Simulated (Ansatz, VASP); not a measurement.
**ScAl3 in VASP and in Ansatz**

```
CELL_PARAMETERS angstrom
4.06037 0.00000 0.00000
0.00000 4.06037 0.00000
0.00000 0.00000 4.06037
ATOMIC_POSITIONS crystal
Sc 0.00000 0.00000 0.00000
Al 0.50000 0.00000 0.50000
Al 0.00000 0.50000 0.50000
Al 0.50000 0.50000 0.00000
```

Alike in both runs: task single point; functional PBE; k mesh 6 × 6 × 6; occupations gaussian, width 0.05 eV; no spin polarisation.

|  | VASP | Ansatz |
| --- | --- | --- |
| version | VASP 6.6.1 | Ansatz 0.2.0 |
| potentials or method | VASP PAW PBE potentials, release 64 (Sc_sv, Al), cutoff 520 eV | plane waves, PAW |
| valence electrons in the cell | 20 | 20 |

|  | VASP | Ansatz | Ansatz less VASP |
| --- | --- | --- | --- |
| pressure (GPa) | 3.0 | 3.0 | -0.03 |
